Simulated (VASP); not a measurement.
Input of a VASP 6.6.1 run:

INCAR

```
PREC = Accurate ; ENCUT = 520
EDIFF = 1E-7 ; ISMEAR = 0
SIGMA = 0.1 ; LREAL = F
LASPH = T ; NELM = 100
ALGO = Normal ; ISIF = 2
LWAVE = F ; LCHARG = F
LDIPOL = T ; IDIPOL = 3
DIPOL = 0.5 0.5 0.342 ; IBRION = 2
NSW = 36 ; EDIFFG = -0.025
KPAR = 4
```

KPOINTS

```
regular mesh
0
Gamma
  6 6 1
```

The input POSCAR:

```
Ta6S
1.0
    4.6002247492      0.0000000000      0.0000000000
   -2.3001123746      3.9839114959      0.0000000000
    0.0000000000      0.0000000000     19.9017722044
Ta S
6 1
Selective dynamics
Direct
    0.6666666667      0.3333333333      0.2009871261  F F F
    0.3333333333      0.6666666667      0.2481697054  F F F
    0.0000000000      0.0000000000      0.2953522847  F F F
    0.6666666667      0.3333333333      0.3395777425  F F F
    0.3333333333      0.6666666667      0.3810648003  F F F
    0.0000000000      0.0000000000      0.4221620124  F F F
    0.2222222222      0.4444444444      0.5035617985  F F T
```

Potentials or basis: VASP PAW LDA potentials, release 64 (Ta_pv, S).

Command:

```bash
$ cat potpaw_LDA.64/Ta_pv/POTCAR potpaw_LDA.64/S/POTCAR > POTCAR
$ mpirun -np 4 vasp_std > vasp.out
```

(1) What does it give for the band gap on the k mesh?

(2) Predict the energy gained by relaxing.

Results:

(1) zero (bands 36 and 37 overlap by 0.20 eV).

(2) 20.4 meV/atom.

Caveat: spin-orbit coupling is left out, which moves the levels of the heavy elements.
